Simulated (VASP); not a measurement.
# Al2Au (pbe) (Fm-3m) in VASP: further runs

The runs below take Al2Au (pbe) through single point, relaxation of cell and atoms, with PBE.

All numbers are computed with VASP 6.6.1; they aren't measurements. Logs are shortened: lines on timing, memory, paths and dates and some standing lists are left out, and cuts for length are marked.

### Step 1. The cell of the first run

Symmetry: Fm-3m, No. 225, cubic system. The conventional cell has a = 6.005 Å, b = 6.005 Å, c = 6.005 Å, α = 90.00°, β = 90.00°, γ = 90.00°. Al (site symmetry -43m) has 4 Au at 2.60 Å and 6 Al at 3.00 Å within 3.4 Å. Au (site symmetry m-3m) has 8 Al at 2.60 Å within 3.4 Å.

### Step 2. Single point, PBE

INCAR reads:

```
SYSTEM = Al2Au
PREC = Accurate
ENCUT = 520
EDIFF = 1E-6
ISMEAR = 0
SIGMA = 0.1
LREAL = .FALSE.
LASPH = .TRUE.
NELM = 100
ALGO = Normal
ISIF = 2
LWAVE = .FALSE.
LCHARG = .TRUE.
GGA = PE
LELF = .TRUE.
LVHAR = .TRUE.
NBANDS = 16
```

KPOINTS reads:

```
regular mesh
0
G
  6 6 6
  0 0 0
```

POSCAR reads:

```
Al2Au
1.0
    0.0000000000      3.0023346600      3.0023346600
    3.0023346600      0.0000000000      3.0023346600
    3.0023346600      3.0023346600      0.0000000000
Al Au
2 1
Direct
    0.2500000000      0.2500000000      0.2500000000
    0.7500000000      0.7500000000      0.7500000000
    0.0000000000      0.0000000000      0.0000000000
```

Potentials or basis: VASP PAW PBE potentials, release 64 (Al, Au).

Launch:

```
$ cat potpaw_PBE.64/Al/POTCAR potpaw_PBE.64/Au/POTCAR > POTCAR
$ mpirun -np 1 vasp_std > vasp.out
```

OUTCAR:

```text
SYSTEM = Al2Au
   PREC = Accurate
   ENCUT = 520
   EDIFF = 1E-6
   ISMEAR = 0
   LREAL = .FALSE.
   LASPH = .TRUE.
   NELM = 100
   ISIF = 2
   GGA = PE

 ion  position               nearest neighbor table
   1  0.250  0.250  0.250-   3 2.60   3 2.60   3 2.60   3 2.60   2 3.00   2 3.00   2 3.00   2 3.00
                             2 3.00   2 3.00
   2  0.750  0.750  0.750-   3 2.60   3 2.60   3 2.60   3 2.60   1 3.00   1 3.00   1 3.00   1 3.00
                             1 3.00   1 3.00
   3  0.000  0.000  0.000-   2 2.60   2 2.60   2 2.60   1 2.60   2 2.60   1 2.60   1 2.60   1 2.60

  LATTYP: Found a face centered cubic cell.
 ALAT       =     6.0046693200

  Lattice vectors:

 A1 = (   0.0000000000,   3.0023346600,   3.0023346600)
 A2 = (   3.0023346600,   0.0000000000,   3.0023346600)
 A3 = (   3.0023346600,   3.0023346600,   0.0000000000)

Analysis of symmetry for initial positions (statically):
=====================================================================
 Subroutine PRICEL returns:
 Original cell was already a primitive cell.

 Routine SETGRP: Setting up the symmetry group for a
 face centered cubic supercell.

 Subroutine GETGRP returns: Found 48 space group operations
 (whereof 48 operations were pure point group operations)
 out of a pool of 48 trial point group operations.

The static configuration has the point symmetry O_h .

Analysis of symmetry for dynamics (positions and initial velocities):
=====================================================================
 Subroutine PRICEL returns:
 Original cell was already a primitive cell.

 Routine SETGRP: Setting up the symmetry group for a
 face centered cubic supercell.

 Subroutine GETGRP returns: Found 48 space group operations
 (whereof 48 operations were pure point group operations)
 out of a pool of 48 trial point group operations.

The dynamic configuration has the point symmetry O_h .

 Subroutine INISYM returns: Found 48 space group operations
 (whereof 48 operations are pure point group operations),
 and found     1 'primitive' translations

----------------------------------------------------------------------------------------

                                     Primitive cell

  volume of cell :      54.1262

  direct lattice vectors                    reciprocal lattice vectors
     0.000000000  3.002334660  3.002334660    -0.166537064  0.166537064  0.166537064
     3.002334660  0.000000000  3.002334660     0.166537064 -0.166537064  0.166537064
     3.002334660  3.002334660  0.000000000     0.166537064  0.166537064 -0.166537064

  length of vectors
     4.245942395  4.245942395  4.245942395     0.288450657  0.288450657  0.288450657

  position of ions in fractional coordinates (direct lattice)
     0.250000000  0.250000000  0.250000000
     0.750000000  0.750000000  0.750000000
     0.000000000  0.000000000  0.000000000

  ion indices of the primitive-cell ions
   primitive index   ion index
                 1           1
                 2           2
                 3           3

----------------------------------------------------------------------------------------

 KPOINTS: regular mesh

Automatic generation of k-mesh.
 Grid dimensions read from file:
 generate k-points for:    6    6    6

 Generating k-lattice:

  Cartesian coordinates                     Fractional coordinates (reciprocal lattice)
    -0.027756177  0.027756177  0.027756177     0.166666667  0.000000000  0.000000000
     0.027756177 -0.027756177  0.027756177     0.000000000  0.166666667  0.000000000
     0.027756177  0.027756177 -0.027756177     0.000000000  0.000000000  0.166666667

  Length of vectors
     0.048075109  0.048075109  0.048075109

  Shift w.r.t. Gamma in fractional coordinates (k-lattice)
     0.000000000  0.000000000  0.000000000

 Subroutine IBZKPT returns following result:
 ===========================================

 Found     16 irreducible k-points:

 Following reciprocal coordinates:
            Coordinates               Weight
  0.000000  0.000000  0.000000      1.000000
  0.166667  0.000000  0.000000      8.000000
  0.333333  0.000000  0.000000      8.000000
  0.500000  0.000000  0.000000      4.000000
  0.166667  0.166667  0.000000      6.000000
  0.333333  0.166667  0.000000     24.000000
[... 8 lines left out ...]
 -0.333333  0.333333  0.166667     24.000000
 -0.333333  0.500000  0.166667     12.000000
   k-points           NKPTS =     16   k-points in BZ     NKDIM =     16   number of bands    NBANDS=     16
   number of dos      NEDOS =    301   number of ions     NIONS =      3
   total plane-waves  NPLWV =  32768
   dimension x,y,z NGX =    32 NGY =   32 NGZ =   32
   dimension x,y,z NGXF=    64 NGYF=   64 NGZF=   64
   ions per type =               2   1
   NGX,Y,Z   is equivalent  to a cutoff of  12.53, 12.53, 12.53 a.u.
   NGXF,Y,Z  is equivalent  to a cutoff of  25.06, 25.06, 25.06 a.u.
 SYSTEM =  Al2Au
   PREC   = accura    normal or accurate (medium, high low for compatibility)
   ISTART =      0    job   : 0-new  1-cont  2-samecut
   ICHARG =      2    charge: 1-file 2-atom 10-const
   ISPIN  =      1    spin polarized calculation?
   LNONCOLLINEAR =      F non collinear calculations
   LSORBIT =      F    spin-orbit coupling
   LASPH  =      T    aspherical Exc in radial PAW
   ENCUT  =  520.0 eV  38.22 Ry    6.18 a.u.   7.89  7.89  7.89*2*pi/ulx,y,z
   NELM   =    100;   NELMIN=  2; NELMDL= -5     # of ELM steps
   EDIFF  = 0.1E-05   stopping-criterion for ELM
   LREAL  =      F    real-space projection
   EDIFFG = 0.1E-04   stopping-criterion for IOM
   NSW    =      0    number of steps for IOM
   IBRION =     -1    ionic relax: 0-MD 1-quasi-New 2-CG
   NFREE  =      0    steps in history (QN), initial steepest desc. (CG)
   ISIF   =      2    stress and relaxation
   ISYM   =      2    0-nonsym 1-usesym 2-fastsym
   POTIM  = 0.5000    time-step for ionic-motion
   TEBEG  =    0.0;   TEEND  =   0.0 temperature during run
   PSTRESS=    0.0 pullay stress
   NELECT =      17.0000    total number of electrons
   NUPDOWN=      -1.0000    fix difference up-down
   EMIN   =  10.00;   EMAX   =-10.00  energy-range for DOS
   EFERMI =   0.00;   METHOD = LEGACY
   ISMEAR =     0;   SIGMA  =   0.10  broadening in eV -4-tet -1-fermi 0-gaus
   EFERMI_NEDOS =   21; number of points for ismear=-14 and -15
   IALGO  =     38    algorithm
   IMIX   =      4    mixing-type and parameters
     AMIX     =   0.40;   BMIX     =  1.00
     AMIX_MAG =   1.60;   BMIX_MAG =  1.00
  volume/ion in A,a.u.               =      18.04       121.75
  Fermi-wavevector in a.u.,A,eV,Ry     =   1.112813  2.102911 16.848801  1.238352
  Thomas-Fermi vector in A             =   2.249391
   LORBIT       =      0    0 simple, 1 ext, 2 COOP (PROOUT), +10 PAW based schemes
   GGA     = PE    functional components
   LHFCALC =     F    Hartree Fock is set to
   AEXX    =    0.0000 exact exchange contribution
   IVDW    =     0    specifies the selected vdW correction
   LEPSILON=     F    determine dielectric tensor
   LRPA    =     F    only Hartree local field effects (RPA)
 non-spin polarized calculation
 Gauss-broadening in eV      SIGMA  =   0.10
  energy-cutoff  :      520.00
  volume of cell :       54.13
 maximum number of plane-waves:      1470
   NGX = 15   NGY = 15   NGZ = 15

 number of electron      17.0000001 magnetization

 Free energy of the ion-electron system (eV)
  ---------------------------------------------------
  ext. energy  EPLUGINS =         0.00000000
  ---------------------------------------------------
  free energy    TOTEN  =       -12.01277717 eV

  energy without entropy =      -12.00513989  energy(sigma->0) =      -12.00895853

 E-fermi :   7.6549     XC(G=0): -10.5159

 val. band max:        7.6393009866   @ k =   0.3333   0.1667   0.0000
 cond. band min:       8.1296459664   @ k =   0.5000   0.0000   0.0000
 fundamental gap:      0.4903449799
 Fermi energy:         7.6549065992

 k-point     1 :       0.0000    0.0000    0.0000
  band No.  band energies     occupation
      1      -2.7658      2.00000
      2       1.1829      2.00000
      3       1.1829      2.00000
      4       1.1829      2.00000
      5       2.1375      2.00000
      6       2.1375      2.00000
[... 8 lines left out ...]
     15      13.5043      0.00000
     16      13.5043      0.00000

 k-point     2 :       0.1667    0.0000    0.0000
  band No.  band energies     occupation
      1      -2.4063      2.00000
      2       1.0751      2.00000
      3       1.2668      2.00000
      4       1.2668      2.00000
      5       2.1251      2.00000
      6       2.1251      2.00000
[... 8 lines left out ...]
     15      13.2348      0.00000
     16      13.4596      0.00000

 k-point     3 :       0.3333    0.0000    0.0000
  band No.  band energies     occupation
      1      -1.4452      2.00000
      2       0.9641      2.00000
      3       1.3932      2.00000
      4       1.3932      2.00000
      5       2.1773      2.00000
      6       2.1773      2.00000
[... 8 lines left out ...]
     15      15.1103      0.00000
     16      15.2445      0.00000

 k-point     4 :       0.5000    0.0000    0.0000
  band No.  band energies     occupation
      1      -0.7210      2.00000
      2       1.3191      2.00000
      3       1.4247      2.00000
      4       1.4247      2.00000
      5       2.2579      2.00000
      6       2.2579      2.00000
[... 8 lines left out ...]
     15      16.6042      0.00000
     16      17.5803      0.00000
[... 172 lines left out ...]
 k-point    14 :       0.5000    0.3333    0.1667
  band No.  band energies     occupation
      1      -0.5507      2.00000
      2       0.7081      2.00000
      3       1.4631      2.00000
      4       1.7193      2.00000
      5       2.0691      2.00000
      6       2.2812      2.00000
[... 8 lines left out ...]
     15      16.1582      0.00000
     16      17.2780      0.00000

 k-point    15 :      -0.3333    0.3333    0.1667
  band No.  band energies     occupation
      1       0.1730      2.00000
      2       0.8183      2.00000
      3       1.5015      2.00000
      4       1.8071      2.00000
      5       1.8926      2.00000
      6       2.3771      2.00000
[... 8 lines left out ...]
     15      16.4413      0.00000
     16      18.5517      0.00000

 k-point    16 :      -0.3333    0.5000    0.1667
  band No.  band energies     occupation
      1       0.5901      2.00000
      2       0.9687      2.00000
      3       1.0724      2.00000
      4       1.9899      2.00000
      5       1.9910      2.00000
      6       2.5883      2.00000
[... 8 lines left out ...]
     15      18.3287      0.00000
     16      18.8237      0.00000

------------------------ aborting loop because EDIFF is reached ----------------------------------------

  FORCE on cell =-STRESS in cart. coord.  units (eV):
  Direction    XX          YY          ZZ          XY          YZ          ZX
  --------------------------------------------------------------------------------------
  -------------------------------------------------------------------------------------
  Total        0.9817778      0.9817778      0.9817778      0.0000000     -0.0000000     -0.0000000
  in kB       29.0613977     29.0613977     29.0613977      0.0000000     -0.0000000     -0.0000000
  external PRESSURE =      29.0613977 kB  Pullay stress =       0.0000000 kB

 VOLUME and BASIS-vectors are now :
 -----------------------------------------------------------------------------
  energy-cutoff  :      520.00
  volume of cell :       54.13
      direct lattice vectors                 reciprocal lattice vectors
     0.000000000  3.002334660  3.002334660    -0.166537064  0.166537064  0.166537064
     3.002334660  0.000000000  3.002334660     0.166537064 -0.166537064  0.166537064
     3.002334660  3.002334660  0.000000000     0.166537064  0.166537064 -0.166537064

 POSITION                                       TOTAL-FORCE (eV/Angst)
 -----------------------------------------------------------------------------------
      1.50117      1.50117      1.50117         0.000000     -0.000000     -0.000000
      4.50350      4.50350      4.50350        -0.000000      0.000000      0.000000
      0.00000      0.00000      0.00000        -0.000000     -0.000000     -0.000000
 -----------------------------------------------------------------------------------
    total drift:                                0.000000     -0.000000      0.000000

  FREE ENERGIE OF THE ION-ELECTRON SYSTEM (eV)
  ---------------------------------------------------
  free  energy   TOTEN  =       -12.0127771733 eV

  energy  without entropy=      -12.0051398941  energy(sigma->0) =      -12.00895853
```

It took 12 s on 1 thread of Intel Xeon Platinum 8488C (Sapphire Rapids), shared host; peak memory 0.17 GiB.

Results:

```yaml
Free_energy: -12.0128 eV
Pressure: 2.9 GPa
```

Caveat: spin-orbit coupling is left out, which moves the levels of the heavy elements.

### Step 3. Single point, PBE

This run uses another cell than the first one, of 18.54 Å³/atom, 1.028 times its volume.

INCAR reads:

```
SYSTEM = Al2Au
PREC = Accurate ; ENCUT = 520
EDIFF = 1E-6 ; ISMEAR = 0
SIGMA = 0.1 ; LREAL = .False.
LASPH = .True. ; NELM = 60
ALGO = Fast ; ISIF = 2
LWAVE = .False. ; LCHARG = .False.
GGA = PE ; NBANDS = 16
```

KPOINTS reads:

```
Automatic mesh
0
Gamma
  12 12 12
  0 0 0
```

POSCAR reads:

```
Al2Au
1.0
    0.0000000000      3.0299337517      3.0299337517
    3.0299337517      0.0000000000      3.0299337517
    3.0299337517      3.0299337517      0.0000000000
Al Au
2 1
Direct
    0.2500000000      0.2500000000      0.2500000000
    0.7500000000      0.7500000000      0.7500000000
    0.0000000000      0.0000000000      0.0000000000
```

Potentials or basis: VASP PAW PBE potentials, release 64 (Al, Au).

Launch:

```
$ cat potpaw_PBE.64/Al/POTCAR potpaw_PBE.64/Au/POTCAR > POTCAR
$ mpirun -np 1 vasp_std > vasp.out
```

It took 36 s on 1 thread of Intel Xeon Platinum 8488C (Sapphire Rapids), shared host; peak memory 0.21 GiB.

It converged, with:

| Property | Result |
| --- | --- |
| Free energy | -12.0243 eV |
| Pressure | -0.2 GPa |

Levels at points of the mesh, in eV from the Fermi level:
```csv
k point,band 5,band 6,band 7,band 8,band 9,band 10,band 11,band 12,band 13,band 14
"(0.00, 0.00, 0.00)",-5.52,-5.52,2.02,2.94,2.94,2.94,3.77,3.77,3.77,5.65
"(0.50, 0.00, 0.00)",-5.41,-5.41,-5.35,0.37,0.37,3.22,3.36,3.71,3.71,8.73
"(0.50, 0.50, 0.00)",-5.67,-5.23,-4.93,-2.05,-2.05,1.08,2.07,7.62,9.55,9.55
```

Caveat: spin-orbit coupling is left out, which moves the levels of the heavy elements.

[end of part 1 of 2]
